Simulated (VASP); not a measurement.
A run of VASP 6.6.1 is set up as follows.

The input INCAR:

```
ALGO = Normal
EDIFF = 1E-6
ENCUT = 520
GGA = PS
ISIF = 2
ISMEAR = 0
LASPH = T
LCHARG = T
LELF = T
LREAL = F
LVHAR = T
LWAVE = F
NBANDS = 26
NELM = 100
PREC = Accurate
SIGMA = 0.05
```

The input KPOINTS:

```
k-points
0
Gamma
  10 10 10
```

Contents of POSCAR:

```
BN
1.0
   -2.5043488586      0.0000000000      0.0000000000
   -0.0000000001      4.3376594630      0.0000000000
    1.2521744293     -2.1688297315     -7.0190965611
B N
4 4
Direct
    0.8750000000      0.2083333333      0.7500000000
    0.3750000000      0.7083333333      0.7500000000
    0.1250000000      0.7916666667      0.2500000000
    0.6250000000      0.2916666667      0.2500000000
    0.6250000000      0.9583333333      0.2500000000
    0.1250000000      0.4583333333      0.2500000000
    0.3750000000      0.0416666667      0.7500000000
    0.8750000000      0.5416666667      0.7500000000
```

Potentials or basis: VASP PAW PBE potentials, release 64 (B, N).

Launch:

```sh
$ cat potpaw_PBE.64/B/POTCAR potpaw_PBE.64/N/POTCAR > POTCAR
$ mpirun -np 1 vasp_std > vasp.out
```

Task: Estimate the pressure.

Result: 0.3 GPa.

Task: Predict the band gap on the k mesh.

Result: 4.24 eV.

Stress tensor (GPa, compression positive):
```
 0.49  0.00  0.00
 0.00  0.49  0.00
 0.00  0.00 -0.10
```

Caveat: the PAW data sets were made with another functional, which shifts forces and pressure a little; this functional lacks dispersion, which binds the layers, so the pressure and a relaxed spacing across them are unreliable. A k mesh can miss the band edges.
